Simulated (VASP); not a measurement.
Cu, 1 atom in the cell. Symmetry: P2/m, No. 10, monoclinic system. The conventional cell has a = 11.493 Å, b = 2.223 Å, c = 22.075 Å, α = 90.00°, β = 101.93°, γ = 90.00°. Cu (site symmetry 2/m) has 2 Cu at 2.22 Å within 2.9 Å. 

| Item | Value |
| --- | --- |
| Program | VASP 6.6.1 |
| Task | single point |
| Functional | PBEsol |
| Dispersion | D4 |
| Potentials or basis | VASP PAW PBE potentials, release 64 (Cu) |
| Cutoff | 520 eV |
| k mesh | 3 × 13 × 2 |
| Occupations | gaussian, width 0.15 eV |
| Spin | no spin polarisation |
| Dipole correction | no |
| Further INCAR settings | ALGO = Normal; EDIFF = 1e-06; NBANDS = 12 |

Potentials or basis: VASP PAW PBE potentials, release 64 (Cu).

Run with:

```bash
$ cat potpaw_PBE.64/Cu/POTCAR > POTCAR
$ mpirun -np 1 vasp_std > vasp.out
```

Hardware: 1 thread of Intel(R) Xeon(R) 6975P-C (Granite Rapids), on a shared host.

How long does it take, and how much memory?

Wall time 2.2 min on 1 thread of Intel(R) Xeon(R) 6975P-C (Granite Rapids), with other jobs on the host, peak memory 0.64 GiB. Counts: scf iterations 20, k points 28.
